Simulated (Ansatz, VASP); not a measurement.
One calculation of TaN, two programs

```xyz
6
Lattice="5.2051 0.0000 0.0000 -2.6025 4.5077 0.0000 0.0000 0.0000 2.9036" Properties=species:S:1:pos:R:3 pbc="T T T"
Ta    0.0000    0.0000    0.0000
Ta    0.0000    3.0052    1.9018
Ta    2.6025    1.5026    1.4518
N     2.6025    0.0000    0.0000
N     1.3013    2.2539    0.0000
N    -1.3013    2.2539    0.0000
```

Alike in both runs: task single point; functional PBEsol; k mesh 12 × 12 × 16; occupations gaussian, width 0.15 eV; no spin polarisation.

```csv
,VASP,Ansatz
version,VASP 6.6.1,Ansatz 0.2.0
potentials or method,"VASP PAW PBE potentials, release 64 (Ta_pv, N), cutoff 520 eV","scalar-relativistic, plane waves, PAW"
valence electrons in the cell,48,54
```

VASP gave:

* gap on the k mesh at the Fermi level (eV): none
* pressure (GPa): 24.0
* traceless stress, the component that is largest in VASP (GPa): 3.24
* rms of the force components (eV/Å): 3.413

Q: What did Ansatz give for the same quantities?

A: gap on the k mesh at the Fermi level (eV): none; pressure (GPa): 22.5; traceless stress, the component that is largest in VASP (GPa): 3.16; rms of the force components (eV/Å): 3.321.

VASP's potentials were made for PBE, not for PBEsol. Atom by atom the forces differ by 0.093 eV/Å (rms over components). A gap of «none» marks a metal or a gap that the smearing closes. With one functional, cell and mesh, what is left measures potentials, basis and numerics. VASP's potentials hold 48 valence electrons a cell and Ansatz's 54, so a difference there can come from the potentials and not from the codes.

Neither program's run includes spin-orbit coupling.
